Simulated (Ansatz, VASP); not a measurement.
# Y in VASP and in Ansatz

```
Y
1.0
     3.63550    0.00000    0.00000
    -1.81775    3.14844    0.00000
     0.00000    0.00000    5.67050
Y
2
Direct
  0.33333 0.66667 0.25000
  0.66667 0.33333 0.75000
```

Alike in both runs: task single point; functional BLYP; k mesh 16 × 16 × 9; occupations fermi-dirac, width 0.1 eV; no spin polarisation.

|  | VASP | Ansatz |
| --- | --- | --- |
| version | VASP 6.6.1 | Ansatz 0.2.0 |
| potentials or method | VASP PAW PBE potentials, release 64 (Y_sv), cutoff 520 eV | plane waves (420 eV) with PAW, scalar-relativistic |
| valence electrons in the cell | 22 | 22 |

```tsv
	VASP	Ansatz	Ansatz less VASP
pressure (GPa)	1.6	1.7	+0.07
```

VASP's potentials were made for PBE, not for BLYP.
